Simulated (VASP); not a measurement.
TlPt, 6 atoms in the cell. The structure is hexagonal, space group P6/mmm (No. 191). Conventional cell: a = 6.683 Å, b = 6.683 Å, c = 3.901 Å, α = 90.00°, β = 90.00°, γ = 120.00°. Tl (site symmetry mmm) has 6 Pt at 2.74 to 3.34 Å and 4 Tl at 3.34 Å within 3.6 Å. Pt (site symmetry 6/mmm) has 6 Tl at 3.34 Å and 14 Pt at 3.90 to 4.32 Å within 4.4 Å. Pt (site symmetry -6m2) has 6 Tl at 2.74 Å within 3.6 Å.  This cell differs from its parent crystal: uniaxial strain along c: -2.0 %, then relaxed in part.

| Property | Result |
| --- | --- |
| Program | VASP 6.6.1 |
| Task | single point |
| Functional | PBE |
| Potentials or basis | VASP PAW PBE potentials, release 64 (Tl_d, Pt) |
| Cutoff | 520 eV |
| k mesh | 6 × 6 × 10 |
| Occupations | gaussian, width 0.1 eV |
| Spin | no spin polarisation |
| Dipole correction | no |
| Further INCAR settings | ALGO = Fast; EDIFF = 1e-06; NBANDS = 44 |

Potentials or basis: VASP PAW PBE potentials, release 64 (Tl_d, Pt).

Command:

```sh
$ cat potpaw_PBE.64/Tl_d/POTCAR potpaw_PBE.64/Pt/POTCAR > POTCAR
$ mpirun -np 1 vasp_std > vasp.out
```

Hardware: 1 thread of Oxide Virtual Turin-like Processor (shared host).

Q: How long does it take, and how much memory?

A: Wall time 10 min on 1 thread of Oxide Virtual Turin-like Processor (shared host), peak memory 0.35 GiB. Counts: scf iterations 14, k points 42.
